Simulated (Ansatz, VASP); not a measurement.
# LiCl in VASP and in Ansatz

```
Li Cl
1.0
     0.00000    2.53237    2.53237
     2.53237    0.00000    2.53237
     2.53237    2.53237    0.00000
Li Cl
1 1
Direct
  0.00000 0.00000 0.00000
  0.50000 0.50000 0.50000
```

Alike in both runs: task single point; functional PBEsol; k mesh 6 × 6 × 6; occupations gaussian, width 0.02 eV; no spin polarisation.

```csv
,VASP,Ansatz
version,VASP 6.6.1,Ansatz 0.2.0
potentials or method,"VASP PAW PBE potentials, release 64 (Li_sv, Cl), cutoff 750 eV","scalar-relativistic, plane waves, PAW"
valence electrons in the cell,10,10
```

|  | VASP | Ansatz | Ansatz less VASP |
| --- | --- | --- | --- |
| gap on the k mesh at the Fermi level (eV) | 6.35 | 6.35 | +0.001 |
| least direct gap on the mesh (eV) | 6.35 | 6.35 | +0.001 |
| pressure (GPa) | -0.1 | 0.0 | +0.07 |

VASP's potentials were made for PBE, not for PBEsol, and Ansatz warns of the same on its side. With one functional, cell and mesh, what is left measures potentials, basis and numerics.
